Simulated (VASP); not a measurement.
# BiTe (Fm-3m) in VASP: further runs

Runs on BiTe. Level: PBE. Tasks: single point, relaxation of the atoms.

All numbers are computed with VASP 6.6.1; they aren't measurements. Logs are shortened: lines on timing, memory, paths and dates and some standing lists are left out, and cuts for length are marked.

## Step 1: The cell of the first run

Symmetry: Fm-3m, No. 225, cubic system. The conventional cell has a = 6.555 Å, b = 6.555 Å, c = 6.555 Å, α = 90.00°, β = 90.00°, γ = 90.00°. Within 4.3 Å of Bi (site symmetry m-3m) lie 6 Te at 3.28 Å. Within 4.3 Å of Te (site symmetry m-3m) lie 6 Bi at 3.28 Å.

## Step 2: Single point, PBE (35.21 Å³/atom)

Contents of INCAR:

```
SYSTEM = BiTe
PREC = Accurate
ENCUT = 520
EDIFF = 1E-7
ISMEAR = -1
SIGMA = 0.05
LREAL = .FALSE.
LASPH = .TRUE.
NELM = 80
ALGO = Normal
ISIF = 2
LWAVE = .FALSE.
LCHARG = .FALSE.
GGA = PE
NBANDS = 18
```

Contents of KPOINTS:

```
Automatic mesh
0
G
  13 13 13
  0 0 0
```

Contents of POSCAR:

```
BiTe
1.0
    0.0000000000      3.2775706714      3.2775706714
    3.2775706714      0.0000000000      3.2775706714
    3.2775706714      3.2775706714      0.0000000000
Bi Te
1 1
Direct
    0.0000000000      0.0000000000      0.0000000000
    0.5000000000      0.5000000000      0.5000000000
```

Potentials or basis: VASP PAW PBE potentials, release 64 (Bi_d, Te).

Command:

```sh
cat potpaw_PBE.64/Bi_d/POTCAR potpaw_PBE.64/Te/POTCAR > POTCAR
mpirun -np 1 vasp_std > vasp.out
```

OUTCAR:

```text
SYSTEM = BiTe
   PREC = Accurate
   ENCUT = 520
   EDIFF = 1E-7
   ISMEAR = -1
   LREAL = .FALSE.
   LASPH = .TRUE.
   NELM = 80
   ISIF = 2
   GGA = PE

 ion  position               nearest neighbor table
   1  0.000  0.000  0.000-   2 3.28   2 3.28   2 3.28   2 3.28   2 3.28   2 3.28
   2  0.500  0.500  0.500-   1 3.28   1 3.28   1 3.28   1 3.28   1 3.28   1 3.28

  LATTYP: Found a face centered cubic cell.
 ALAT       =     6.5551413428

  Lattice vectors:

 A1 = (   0.0000000000,   3.2775706714,   3.2775706714)
 A2 = (   3.2775706714,   0.0000000000,   3.2775706714)
 A3 = (   3.2775706714,   3.2775706714,   0.0000000000)

Analysis of symmetry for initial positions (statically):
=====================================================================
 Subroutine PRICEL returns:
 Original cell was already a primitive cell.

 Routine SETGRP: Setting up the symmetry group for a
 face centered cubic supercell.

 Subroutine GETGRP returns: Found 48 space group operations
 (whereof 48 operations were pure point group operations)
 out of a pool of 48 trial point group operations.

The static configuration has the point symmetry O_h .

Analysis of symmetry for dynamics (positions and initial velocities):
=====================================================================
 Subroutine PRICEL returns:
 Original cell was already a primitive cell.

 Routine SETGRP: Setting up the symmetry group for a
 face centered cubic supercell.

 Subroutine GETGRP returns: Found 48 space group operations
 (whereof 48 operations were pure point group operations)
 out of a pool of 48 trial point group operations.

The dynamic configuration has the point symmetry O_h .

 Subroutine INISYM returns: Found 48 space group operations
 (whereof 48 operations are pure point group operations),
 and found     1 'primitive' translations

----------------------------------------------------------------------------------------

                                     Primitive cell

  volume of cell :      70.4184

  direct lattice vectors                    reciprocal lattice vectors
     0.000000000  3.277570671  3.277570671    -0.152552012  0.152552012  0.152552012
     3.277570671  0.000000000  3.277570671     0.152552012 -0.152552012  0.152552012
     3.277570671  3.277570671  0.000000000     0.152552012  0.152552012 -0.152552012

  length of vectors
     4.635184895  4.635184895  4.635184895     0.264227835  0.264227835  0.264227835

  position of ions in fractional coordinates (direct lattice)
     0.000000000  0.000000000  0.000000000
     0.500000000  0.500000000  0.500000000

  ion indices of the primitive-cell ions
   primitive index   ion index
                 1           1
                 2           2

----------------------------------------------------------------------------------------

 KPOINTS: Automatic mesh

Automatic generation of k-mesh.
 Grid dimensions read from file:
 generate k-points for:   13   13   13

 Generating k-lattice:

  Cartesian coordinates                     Fractional coordinates (reciprocal lattice)
    -0.011734770  0.011734770  0.011734770     0.076923077  0.000000000  0.000000000
     0.011734770 -0.011734770  0.011734770     0.000000000  0.076923077  0.000000000
     0.011734770  0.011734770 -0.011734770     0.000000000  0.000000000  0.076923077

  Length of vectors
     0.020325218  0.020325218  0.020325218

  Shift w.r.t. Gamma in fractional coordinates (k-lattice)
     0.000000000  0.000000000  0.000000000

 Subroutine IBZKPT returns following result:
 ===========================================

 Found     84 irreducible k-points:

 Following reciprocal coordinates:
            Coordinates               Weight
  0.000000  0.000000  0.000000      1.000000
  0.076923  0.000000  0.000000      8.000000
  0.153846  0.000000  0.000000      8.000000
  0.230769  0.000000  0.000000      8.000000
  0.307692  0.000000  0.000000      8.000000
  0.384615  0.000000  0.000000      8.000000
[... 16 lines left out ...]
  0.384615  0.153846  0.000000     24.000000
  0.461538  0.153846  0.000000     24.000000
 [... further k-points ...]
   k-points           NKPTS =     84   k-points in BZ     NKDIM =     84   number of bands    NBANDS=     18
   number of dos      NEDOS =    301   number of ions     NIONS =      2
   total plane-waves  NPLWV =  46656
   dimension x,y,z NGX =    36 NGY =   36 NGZ =   36
   dimension x,y,z NGXF=    72 NGYF=   72 NGZF=   72
   ions per type =               1   1
   NGX,Y,Z   is equivalent  to a cutoff of  12.91, 12.91, 12.91 a.u.
   NGXF,Y,Z  is equivalent  to a cutoff of  25.82, 25.82, 25.82 a.u.
 SYSTEM =  BiTe
   PREC   = accura    normal or accurate (medium, high low for compatibility)
   ISTART =      0    job   : 0-new  1-cont  2-samecut
   ICHARG =      2    charge: 1-file 2-atom 10-const
   ISPIN  =      1    spin polarized calculation?
   LNONCOLLINEAR =      F non collinear calculations
   LSORBIT =      F    spin-orbit coupling
   LASPH  =      T    aspherical Exc in radial PAW
   ENCUT  =  520.0 eV  38.22 Ry    6.18 a.u.   8.62  8.62  8.62*2*pi/ulx,y,z
   NELM   =     80;   NELMIN=  2; NELMDL= -5     # of ELM steps
   EDIFF  = 0.1E-06   stopping-criterion for ELM
   LREAL  =      F    real-space projection
   EDIFFG = 0.1E-05   stopping-criterion for IOM
   NSW    =      0    number of steps for IOM
   IBRION =     -1    ionic relax: 0-MD 1-quasi-New 2-CG
   NFREE  =      0    steps in history (QN), initial steepest desc. (CG)
   ISIF   =      2    stress and relaxation
   ISYM   =      2    0-nonsym 1-usesym 2-fastsym
   POTIM  = 0.5000    time-step for ionic-motion
   TEBEG  =    0.0;   TEEND  =   0.0 temperature during run
   PSTRESS=    0.0 pullay stress
   NELECT =      21.0000    total number of electrons
   NUPDOWN=      -1.0000    fix difference up-down
   EMIN   =  10.00;   EMAX   =-10.00  energy-range for DOS
   EFERMI =   0.00;   METHOD = LEGACY
   ISMEAR =    -1;   SIGMA  =   0.05  broadening in eV -4-tet -1-fermi 0-gaus
   EFERMI_NEDOS =   21; number of points for ismear=-14 and -15
   IALGO  =     38    algorithm
   IMIX   =      4    mixing-type and parameters
     AMIX     =   0.40;   BMIX     =  1.00
     AMIX_MAG =   1.60;   BMIX_MAG =  1.00
  volume/ion in A,a.u.               =      35.21       237.60
  Fermi-wavevector in a.u.,A,eV,Ry     =   1.093753  2.066893 16.276586  1.196295
  Thomas-Fermi vector in A             =   2.230044
   LORBIT       =      0    0 simple, 1 ext, 2 COOP (PROOUT), +10 PAW based schemes
   GGA     = PE    functional components
[... 5 lines left out ...]
 non-spin polarized calculation
  energy-cutoff  :      520.00
  volume of cell :       70.42
 maximum number of plane-waves:      1917
   NGX = 17   NGY = 17   NGZ = 17

 number of electron      20.9999994 magnetization

 Free energy of the ion-electron system (eV)
  ---------------------------------------------------
  ext. energy  EPLUGINS =         0.00000000
  ---------------------------------------------------
  free energy    TOTEN  =        -7.17514370 eV

  energy without entropy =       -7.16253887  energy(sigma->0) =       -7.16884128

 E-fermi :   6.1746     XC(G=0):  -9.2605

 val. band max:        6.1431106061   @ k =  -0.2308   0.0769   0.0000
 cond. band min:       6.1859973797   @ k =  -0.1538   0.2308   0.0769
 fundamental gap:      0.0428867735
 Fermi energy:         6.1746381421

 k-point     1 :       0.0000    0.0000    0.0000
  band No.  band energies     occupation
      1     -16.9558      2.00000
      2     -16.9558      2.00000
      3     -16.9547      2.00000
      4     -16.9547      2.00000
      5     -16.9547      2.00000
      6      -7.0763      2.00000
[... 10 lines left out ...]
     17      12.1133      0.00000
     18      12.7979      0.00000

 k-point     2 :       0.0769    0.0000    0.0000
  band No.  band energies     occupation
      1     -16.9559      2.00000
      2     -16.9559      2.00000
      3     -16.9546      2.00000
      4     -16.9544      2.00000
      5     -16.9544      2.00000
      6      -7.0261      2.00000
[... 10 lines left out ...]
     17      12.4758      0.00000
     18      13.0954      0.00000

 k-point     3 :       0.1538    0.0000    0.0000
  band No.  band energies     occupation
      1     -16.9565      2.00000
      2     -16.9565      2.00000
      3     -16.9544      2.00000
      4     -16.9535      2.00000
      5     -16.9535      2.00000
      6      -6.8763      2.00000
[... 10 lines left out ...]
     17      13.3585      0.00000
     18      13.8690      0.00000

 k-point     4 :       0.2308    0.0000    0.0000
  band No.  band energies     occupation
      1     -16.9574      2.00000
      2     -16.9574      2.00000
      3     -16.9540      2.00000
      4     -16.9522      2.00000
      5     -16.9522      2.00000
      6      -6.6298      2.00000
[... 10 lines left out ...]
     17      14.4443      0.00000
     18      14.9257      0.00000

 k-point     5 :       0.3077    0.0000    0.0000
  band No.  band energies     occupation
      1     -16.9583      2.00000
      2     -16.9583      2.00000
      3     -16.9536      2.00000
      4     -16.9507      2.00000
      5     -16.9507      2.00000
      6      -6.2916      2.00000
[... 10 lines left out ...]
     17      15.3171      0.00000
     18      16.1217      0.00000

 k-point     6 :       0.3846    0.0000    0.0000
  band No.  band energies     occupation
      1     -16.9591      2.00000
      2     -16.9591      2.00000
      3     -16.9533      2.00000
      4     -16.9495      2.00000
      5     -16.9495      2.00000
      6      -5.8707      2.00000
[... 10 lines left out ...]
     17      15.1477      0.00000
     18      16.5977      0.00000

 k-point     7 :       0.4615    0.0000    0.0000
  band No.  band energies     occupation
      1     -16.9596      2.00000
      2     -16.9596      2.00000
      3     -16.9531      2.00000
      4     -16.9488      2.00000
      5     -16.9488      2.00000
      6      -5.3931      2.00000
[... 10 lines left out ...]
     17      14.2122      0.00000
     18      15.5823      0.00000

 k-point     8 :       0.0769    0.0769    0.0000
  band No.  band energies     occupation
      1     -16.9563      2.00000
      2     -16.9555      2.00000
      3     -16.9549      2.00000
      4     -16.9542      2.00000
      5     -16.9542      2.00000
      6      -7.0096      2.00000
[... 10 lines left out ...]
     17      12.3507      0.00000
     18      12.8589      0.00000
[... 229 lines left out ...]
     17      12.6170      0.00000
     18      13.5555      0.00000

 k-point    20 :       0.1538    0.1538    0.0000
  band No.  band energies     occupation
      1     -16.9579      2.00000
      2     -16.9553      2.00000
      3     -16.9549      2.00000
      4     -16.9529      2.00000
      5     -16.9529      2.00000
      6      -6.8139      2.00000
[... 10 lines left out ...]
     17      12.6070      0.00000
     18      13.0433      0.00000

 k-point    21 :       0.2308    0.1538    0.0000
  band No.  band energies     occupation
      1     -16.9590      2.00000
      2     -16.9554      2.00000
      3     -16.9550      2.00000
      4     -16.9520      2.00000
      5     -16.9517      2.00000
      6      -6.6388      2.00000
[... 10 lines left out ...]
     17      13.0895      0.00000
     18      13.4654      0.00000

 k-point    22 :       0.3077    0.1538    0.0000
  band No.  band energies     occupation
      1     -16.9600      2.00000
      2     -16.9557      2.00000
      3     -16.9550      2.00000
      4     -16.9511      2.00000
      5     -16.9502      2.00000
      6      -6.3728      2.00000
[... 10 lines left out ...]
     17      13.9887      0.00000
     18      14.3424      0.00000

 k-point    23 :       0.3846    0.1538    0.0000
  band No.  band energies     occupation
      1     -16.9607      2.00000
      2     -16.9565      2.00000
      3     -16.9542      2.00000
      4     -16.9503      2.00000
      5     -16.9490      2.00000
      6      -6.0239      2.00000
[... 10 lines left out ...]
     17      14.7281      0.00000
     18      15.3724      0.00000

 k-point    24 :       0.4615    0.1538    0.0000
  band No.  band energies     occupation
      1     -16.9610      2.00000
      2     -16.9574      2.00000
      3     -16.9532      2.00000
      4     -16.9498      2.00000
      5     -16.9484      2.00000
      6      -5.6062      2.00000
[... 10 lines left out ...]
     17      14.6269      0.00000
     18      15.4827      0.00000

 [... further k-points ...]

------------------------ aborting loop because EDIFF is reached ----------------------------------------

  FORCE on cell =-STRESS in cart. coord.  units (eV):
  Direction    XX          YY          ZZ          XY          YZ          ZX
  --------------------------------------------------------------------------------------
  -------------------------------------------------------------------------------------
  Total       -0.4793399     -0.4793399     -0.4793399      0.0000000      0.0000000      0.0000000
  in kB      -10.9060622    -10.9060622    -10.9060622      0.0000000      0.0000000      0.0000000
  external PRESSURE =     -10.9060622 kB  Pullay stress =       0.0000000 kB

 VOLUME and BASIS-vectors are now :
 -----------------------------------------------------------------------------
  energy-cutoff  :      520.00
  volume of cell :       70.42
      direct lattice vectors                 reciprocal lattice vectors
     0.000000000  3.277570671  3.277570671    -0.152552012  0.152552012  0.152552012
     3.277570671  0.000000000  3.277570671     0.152552012 -0.152552012  0.152552012
     3.277570671  3.277570671  0.000000000     0.152552012  0.152552012 -0.152552012

 POSITION                                       TOTAL-FORCE (eV/Angst)
 -----------------------------------------------------------------------------------
      0.00000      0.00000      0.00000        -0.000000     -0.000000      0.000000
      3.27757      3.27757      3.27757         0.000000      0.000000      0.000000
 -----------------------------------------------------------------------------------
    total drift:                               -0.000000      0.000000      0.000000

  FREE ENERGIE OF THE ION-ELECTRON SYSTEM (eV)
  ---------------------------------------------------
  free  energy   TOTEN  =        -7.1751437027 eV

  energy  without entropy=       -7.1625388669  energy(sigma->0) =       -7.16884128
```

It took 3.8 min on 1 thread of AMD EPYC 7R13, shared host; peak memory 0.24 GiB.

Results:

* Free energy: -7.1751 eV
* Pressure: -1.1 GPa
* Band gap on the k mesh: zero (an odd number of electrons rules out a gap without spin polarisation)

Levels at points of the mesh, in eV from the Fermi level:
```
           k point  band 6  band 7  band 8  band 9  band 10  band 11  band 12  band 13  band 14  band 15
(0.00, 0.00, 0.00)  -13.25   -8.26   -2.43   -2.43    -2.43     2.08     2.08     2.08     4.74     4.74
```

Caveat: spin-orbit coupling is left out, which moves the levels of the heavy elements.

## Step 3: Single point, PBE (35.89 Å³/atom)

This run uses another cell than the first one, of 35.89 Å³/atom.

Contents of INCAR:

```
SYSTEM = BiTe
ALGO     = Normal         ! electronic algorithm
EDIFF    = 1E-7           ! SCF threshold, eV
ENCUT    = 520            ! plane-wave cutoff, eV
GGA      = PE             ! functional
ISIF     = 2              ! what is computed and relaxed
ISMEAR   = -1             ! smearing method
LASPH    = .TRUE.         ! aspherical terms in the spheres
LCHARG   = .TRUE.         ! write CHGCAR
LELF     = .TRUE.         ! ELF
LREAL    = .FALSE.        ! projectors in reciprocal space
LVHAR    = .TRUE.       
LWAVE    = .FALSE.        ! write WAVECAR
NBANDS   = 18             ! bands
NELM     = 100            ! most SCF steps
PREC     = Accurate       ! precision mode
SIGMA    = 0.05           ! smearing width, eV
```

Contents of KPOINTS:

```
k-points
0
G
  13 13 13
  0 0 0
```

Contents of POSCAR:

```
BiTe
1.0
    0.0000000000      3.2984474805      3.2984474805
    3.2984474805      0.0000000000      3.2984474805
    3.2984474805      3.2984474805      0.0000000000
Bi Te
1 1
Direct
    0.0000000000      0.0000000000      0.0000000000
    0.5000000000      0.5000000000      0.5000000000
```

Potentials or basis: VASP PAW PBE potentials, release 64 (Bi_d, Te).

Command:

```sh
cat potpaw_PBE.64/Bi_d/POTCAR potpaw_PBE.64/Te/POTCAR > POTCAR
mpirun -np 1 vasp_std > vasp.out
```

Wall time 4 min (1 thread of AMD EPYC 7R13, shared host); peak memory 0.24 GiB.

The run converged. Its results:

* Free energy: -7.1630 eV
* Pressure: -1.9 GPa
* Band gap on the k mesh: zero (an odd number of electrons rules out a gap without spin polarisation)

Levels at points of the mesh, in eV from the Fermi level:
```csv
k point,band 8,band 9,band 10,band 11,band 12,band 13
"(0.00, 0.00, 0.00)",-2.39,-2.39,-2.39,2.04,2.04,2.04
```

Caveat: spin-orbit coupling is left out, which moves the levels of the heavy elements.

## Step 4: Relaxation of the atoms, PBE

This run uses another cell than the first one, of 33.86 Å³/atom.

Contents of INCAR:

```
SYSTEM = BiTe
PREC = Accurate
ENCUT = 520
EDIFF = 1E-7
ISMEAR = -1
SIGMA = 0.05
LREAL = .False.
LASPH = .True.
NELM = 60
ALGO = Normal
ISIF = 2
LWAVE = .False.
LCHARG = .False.
GGA = PE
IBRION = 2
NSW = 80
EDIFFG = -0.02
```

Contents of KPOINTS:

```
regular mesh
0
Gamma
  13 13 13
  0 0 0
```

Contents of POSCAR:

```
BiTe
1.0
    0.0000000000      3.2350000000      3.2350000000
    3.2350000000      0.0000000000      3.2350000000
    3.2350000000      3.2350000000      0.0000000000
Bi Te
1 1
Direct
    0.0000000000      0.0000000000      0.0000000000
    0.5000000000      0.5000000000      0.5000000000
```

Command:

```sh
cat potpaw_PBE.64/Bi_d/POTCAR potpaw_PBE.64/Te/POTCAR > POTCAR
mpirun -np 1 vasp_std > vasp.out
```

It took 57 s on 1 thread of Intel Xeon Platinum 8259CL at 2.50GHz (Skylake/Cascade Lake), shared host; peak memory 0.26 GiB.

The run converged. Its results:

```yaml
Free_energy: -7.1781 eV
Pressure_after_relaxing: 0.7 GPa
Band_gap_on_the_k_mesh: zero (an odd number of electrons rules out a gap without spin polarisation)
```

Final structure:
```xyz
2
Lattice="0.0000 3.2350 3.2350 3.2350 0.0000 3.2350 3.2350 3.2350 0.0000" Properties=species:S:1:pos:R:3 pbc="T T T"
Bi    0.0000    0.0000    0.0000
Te    3.2350    3.2350    3.2350
```

Levels at points of the mesh, in eV from the Fermi level:
```csv
k point,band 8,band 9,band 10,band 11,band 12,band 13
"(0.00, 0.00, 0.00)",-2.54,-2.54,-2.54,2.16,2.16,2.16
```

Caveat: the relaxation stopped at its first step, so nothing moved; spin-orbit coupling is left out, which moves the levels of the heavy elements.

## Step 5: The runs side by side

```csv
task,cell,gap on the mesh (eV),pressure (GPa)
single point,"a = 4.635 Å, angles 60.0°, 2 atoms",none,-1.1
single point,"a = 4.665 Å, angles 60.0°, 2 atoms",none,-1.9
relaxation of the atoms,"atoms relaxed from a = 4.575 Å, angles 60.0°, 2 atoms",none,0.7
```

Alike in all rows: level PBE; potentials or basis VASP PAW PBE potentials, release 64 (Bi_d, Te); no spin polarisation; k mesh 13 × 13 × 13; cutoff (eV) 520; smearing fermi-dirac 0.05 eV.

Caveats: spin-orbit coupling is left out, which moves the levels of the heavy elements; the relaxation stopped at its first step, so nothing moved (at least some runs).

Absolute energies hang on the potentials; compare differences alone.

The gap in the log of VASP goes by the Fermi energy; the results here count the filled bands.